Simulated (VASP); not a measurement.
Here is a VASP 6.6.1 calculation.

The input INCAR:

```
PREC     = Accurate       # precision mode
ENCUT    = 520            # plane-wave cutoff, eV
EDIFF    = 1E-6           # SCF threshold, eV
ISMEAR   = 0              # smearing method
SIGMA    = 0.05           # smearing width, eV
LREAL    = F              # projectors in reciprocal space
LASPH    = T              # aspherical terms in the spheres
NELM     = 80             # most SCF steps
ALGO     = Normal         # electronic algorithm
ISIF     = 2              # what is computed and relaxed
LWAVE    = F              # write WAVECAR
LCHARG   = F              # write CHGCAR
GGA      = PS             # functional
NBANDS   = 35             # bands
```

The input KPOINTS:

```
Automatic mesh
0
Gamma
  9 9 2
```

The input POSCAR:

```
WSe2
1.0
    3.2705808386      0.0000000000      0.0000000000
   -1.6352904193      2.8324060913      0.0000000000
    0.0000000000      0.0000000000     23.9869951139
W Se
2 4
Direct
    0.4128891143      0.3333333333      0.1376221416
    0.3333333333      0.6666666667      0.8623778584
    0.3333333333      0.6666666667      0.2073407565
    0.6666666667      0.3333333333      0.9321940382
    0.3333333333      0.6666666667      0.0678059618
    0.6666666667      0.3333333333      0.7926592435
```

Potentials or basis: VASP PAW PBE potentials, release 64 (W_sv, Se).

Run with:

```bash
$ cat potpaw_PBE.64/W_sv/POTCAR potpaw_PBE.64/Se/POTCAR > POTCAR
$ mpirun -np 1 vasp_std > vasp.out
```

Question: Estimate the largest force.

Answer: 9.656 eV/Å.

Question: Predict the band gap on the k mesh.

Answer: Zero (bands 26 and 27 overlap by 0.59 eV).

Forces on the atoms (eV/Å):
```
W    7.864 -5.603 -0.049
W   -0.012  0.000  0.001
Se  -3.945  2.813  6.980
Se  -0.015  0.006  0.065
Se  -3.893  2.783 -6.932
Se   0.001  0.001 -0.064
```

Caveat: the cell differs from its parent crystal (atom 1 (W) moved by -0.830 Å along [1 0 0] and +0.000 Å along [0 0 1]); there is no dipole correction, which matters where the two faces differ; the PAW data sets were made with another functional, which shifts forces and pressure a little; spin-orbit coupling is left out, which moves the levels of the heavy elements.
